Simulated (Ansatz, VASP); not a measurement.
**Two plane-wave programs on Pt**

The input INCAR:

```
SYSTEM = Pt
ALGO = Normal
EDIFF = 1E-6
ENCUT = 520
ISIF = 2
ISMEAR = 0
LASPH = .TRUE.
LCHARG = .TRUE.
LELF = .TRUE.
LREAL = .FALSE.
LVHAR = .TRUE.
LWAVE = .FALSE.
NBANDS = 11
NELM = 60
PREC = Accurate
SIGMA = 0.15
```

KPOINTS

```
k-points
0
G
  22 22 22
  0 0 0
```

Contents of POSCAR:

```
Pt
1.0
    0.0000000000      2.1140324964      1.6510593797
    2.1140324964      0.0000000000      1.6510593797
    2.1140324964      2.1140324964      0.0000000000
Pt
1
Direct
    0.0000000000      0.0000000000      0.0000000000
```

Input for Ansatz:

```yaml
crystal:
  lattice:
    - [0.0, 2.1140324964, 1.6510593797]
    - [2.1140324964, 0.0, 1.6510593797]
    - [2.1140324964, 2.1140324964, 0.0]
  atoms:
    - { symbol: Pt, position: [0.0, 0.0, 0.0] }
basis:
  ecutwfc: 420
kpoints:
  mp_grid: { grid: [22, 22, 22] }
hamiltonian:
  xc: lda
scf:
  occupations: { method: gaussian, width: 0.15 }
output:
  forces: true
  stress: true
  eigenvalues: true
  write_density: true
  write_potential: true
  elf: true
  volumetric_format: npy
```

Alike in both runs: task single point; functional LDA; k mesh 22 × 22 × 22; occupations gaussian, width 0.15 eV; no spin polarisation.

```csv
,VASP,Ansatz
version,VASP 6.6.1,Ansatz 0.2.0
potentials or method,"VASP PAW LDA potentials, release 64 (Pt), cutoff 520 eV","scalar-relativistic, plane waves, PAW"
valence electrons in the cell,10,18
```

Ansatz gave:

| Item | Value |
| --- | --- |
| gap on the k mesh at the Fermi level (eV) | none |
| pressure (GPa) | 2.8 |
| traceless stress, the component that is largest in VASP (GPa) | 4.99 |

Estimate VASP's values.

gap on the k mesh at the Fermi level (eV): none; pressure (GPa): 3.6; traceless stress, the component that is largest in VASP (GPa): 4.99.

LDA's correlation is that of Perdew and Zunger in VASP and of Perdew and Wang (1992) in Ansatz. A gap of «none» marks a metal or a gap that the smearing closes. VASP's potentials hold 10 valence electrons a cell and Ansatz's 18, so a difference there can come from the potentials and not from the codes.

Neither program's run includes spin-orbit coupling.
